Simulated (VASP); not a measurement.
Here is a VASP 6.6.1 calculation.

INCAR

```
PREC = Accurate
ENCUT = 520
EDIFF = 1E-6
ISMEAR = 0
SIGMA = 0.01
LREAL = Auto
LASPH = True
NELM = 80
ALGO = Normal
ISIF = 2
LWAVE = False
LCHARG = False
GGA = PE
NBANDS = 46
```

Contents of KPOINTS:

```
Automatic mesh
0
Gamma
  2 2 3
```

The input POSCAR:

```
AlN
1.0
    6.2595139146      0.0000000574      0.0000000000
   -3.1297570070      5.4208980367      0.0000000000
    0.0000000000      0.0000000000      5.0174032967
Al N
8 8
Direct
    0.3333333333      0.1666666667      0.4992353700
    0.1666666667      0.3333333333      0.9992353700
    0.3333333333      0.6666666667      0.4992353700
    0.1666666667      0.8333333333      0.9992353700
    0.8333333333      0.1666666667      0.4992353700
    0.6666666667      0.3333333333      0.9992353700
    0.8333333333      0.6666666667      0.4992353700
    0.6666666667      0.8333333333      0.9992353700
    0.3333333333      0.1666666667      0.8807646300
    0.1666666667      0.3333333333      0.3807646300
    0.3333333333      0.6666666667      0.8807646300
    0.1666666667      0.8333333333      0.3807646300
    0.8333333333      0.1666666667      0.8807646300
    0.6666666667      0.3333333333      0.3807646300
    0.8333333333      0.6666666667      0.8807646300
    0.6666666667      0.8333333333      0.3807646300
```

Potentials or basis: VASP PAW PBE potentials, release 64 (Al, N).

Command:

```sh
$ cat potpaw_PBE.64/Al/POTCAR potpaw_PBE.64/N/POTCAR > POTCAR
$ mpirun -np 1 vasp_std > vasp.out
```

(1) Estimate the largest force.

(2) Predict the pressure.

(3) What does it give for the band gap on the k mesh?

Results:

(1) 0.012 eV/Å.

(2) -0.2 GPa.

(3) 4.04 eV.

Caveat: the k points lie up to 0.58 Å⁻¹ apart.
